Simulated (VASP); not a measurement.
# WAu (F-43m) in VASP: further runs, part 2 of 2

VASP 6.6.1. Earlier steps stand in the parts before.

## 4. Single point, LDA

This run uses another cell than the first one, of 23.23 Å³/atom.

Input file INCAR:

```
SYSTEM = WAu
PREC = Accurate ; ENCUT = 520
EDIFF = 1E-6 ; ISMEAR = -1
SIGMA = 0.05 ; LREAL = .False.
LASPH = .True. ; NELM = 80
ALGO = Normal ; ISIF = 2
LWAVE = .False. ; LCHARG = .False.
GGA = CA ; NBANDS = 20
```

Input file KPOINTS:

```
regular mesh
0
Gamma
  8 8 8
  0 0 0
```

Input file POSCAR:

```
WAu
1.0
    0.0000000000      2.8534173399      2.8534173399
    2.8534173399      0.0000000000      2.8534173399
    2.8534173399      2.8534173399      0.0000000000
W Au
1 1
Direct
    0.0000000000      0.0000000000      0.0000000000
    0.7500000000      0.7500000000      0.7500000000
```

Potentials or basis: VASP PAW LDA potentials, release 64 (W_sv, Au).

The run is started by

```console
cat potpaw_LDA.64/W_sv/POTCAR potpaw_LDA.64/Au/POTCAR > POTCAR
mpirun -np 1 vasp_std > vasp.out
```

OUTCAR:

```text
SYSTEM = WAu
   PREC = Accurate
   ENCUT = 520
   EDIFF = 1E-6
   ISMEAR = -1
   LREAL = .False.
   LASPH = .True.
   NELM = 80
   ISIF = 2
   GGA = CA

 ion  position               nearest neighbor table
   1  0.000  0.000  0.000-   2 2.47   2 2.47   2 2.47   2 2.47
   2  0.750  0.750  0.750-   1 2.47   1 2.47   1 2.47   1 2.47

  LATTYP: Found a face centered cubic cell.
 ALAT       =     5.7068346798

  Lattice vectors:

 A1 = (   0.0000000000,   2.8534173399,   2.8534173399)
 A2 = (   2.8534173399,   0.0000000000,   2.8534173399)
 A3 = (   2.8534173399,   2.8534173399,   0.0000000000)

Analysis of symmetry for initial positions (statically):
=====================================================================
 Subroutine PRICEL returns:
 Original cell was already a primitive cell.

 Routine SETGRP: Setting up the symmetry group for a
 face centered cubic supercell.

 Subroutine GETGRP returns: Found 24 space group operations
 (whereof 24 operations were pure point group operations)
[... 158 lines left out ...]
  ---------------------------------------------------
  free energy    TOTEN  =       -14.49940391 eV

  energy without entropy =      -14.48125481  energy(sigma->0) =      -14.49032936

 E-fermi :   6.0413     XC(G=0): -11.1978

 val. band max:        6.0091007007   @ k =  -0.3750   0.2500   0.1250
 cond. band min:       6.0833323768   @ k =   0.3750   0.2500   0.0000
 fundamental gap:      0.0742316760
 Fermi energy:         6.0413022983

 k-point     1 :       0.0000    0.0000    0.0000
  band No.  band energies     occupation
      1     -67.7576      2.00000
      2     -32.2199      2.00000
      3     -32.2199      2.00000
      4     -32.2199      2.00000
      5      -1.7818      2.00000
      6       0.0344      2.00000
[... 541 lines left out ...]
     19      16.0929      0.00000
     20      19.3538      0.00000

 [... further k-points ...]

------------------------ aborting loop because EDIFF is reached ----------------------------------------

  FORCE on cell =-STRESS in cart. coord.  units (eV):
  Direction    XX          YY          ZZ          XY          YZ          ZX
  --------------------------------------------------------------------------------------
  -------------------------------------------------------------------------------------
  Total        0.2241824      0.2241824      0.2241824      0.0000000      0.0000000      0.0000000
  in kB        7.7301188      7.7301188      7.7301188      0.0000000      0.0000000      0.0000000
  external PRESSURE =       7.7301188 kB  Pullay stress =       0.0000000 kB

 VOLUME and BASIS-vectors are now :
 -----------------------------------------------------------------------------
  energy-cutoff  :      520.00
  volume of cell :       46.46
      direct lattice vectors                 reciprocal lattice vectors
     0.000000000  2.853417340  2.853417340    -0.175228486  0.175228486  0.175228486
     2.853417340  0.000000000  2.853417340     0.175228486 -0.175228486  0.175228486
     2.853417340  2.853417340  0.000000000     0.175228486  0.175228486 -0.175228486

 POSITION                                       TOTAL-FORCE (eV/Angst)
 -----------------------------------------------------------------------------------
      0.00000      0.00000      0.00000         0.000000      0.000000      0.000000
      4.28013      4.28013      4.28013        -0.000000     -0.000000     -0.000000
 -----------------------------------------------------------------------------------
    total drift:                                0.000001      0.000001      0.000001

  FREE ENERGIE OF THE ION-ELECTRON SYSTEM (eV)
  ---------------------------------------------------
  free  energy   TOTEN  =       -14.4994039146 eV

  energy  without entropy=      -14.4812548119  energy(sigma->0) =      -14.49032936
```

Wall time 32 s (1 thread of AMD EPYC 7R13, shared host); peak memory 0.14 GiB.

What came out:

```
Free energy            : -14.4994 eV
Pressure               : 0.8 GPa
Band gap on the k mesh : zero (an odd number of electrons rules out a gap without spin polarisation)
```

Caveat: spin-orbit coupling is left out, which moves the levels of the heavy elements.

## 5. The runs side by side

```tsv
level	potentials or basis	cell	gap on the mesh (eV)	pressure (GPa)
LDA	VASP PAW LDA potentials, release 64 (W_sv, Au)	a = 3.886 Å, angles 60.0°, 2 atoms	none	23.7
PBEsol	VASP PAW PBE potentials, release 64 (W_sv, Au)	a = 3.886 Å, angles 60.0°, 2 atoms	none	26.6
LDA	VASP PAW LDA potentials, release 64 (W_sv, Au)	a = 4.035 Å, angles 60.0°, 2 atoms	none	0.8
```

Alike in all rows: task single point; no spin polarisation; k mesh 8 × 8 × 8; cutoff (eV) 520; smearing fermi-dirac 0.05 eV.

Caveats: spin-orbit coupling is left out, which moves the levels of the heavy elements; the cell stands under pressure (at least some runs); the PAW data sets were made with another functional, which shifts forces and pressure a little (at least some runs).

Total energies depend on the potentials used, so only differences within one code and one set of settings carry meaning.
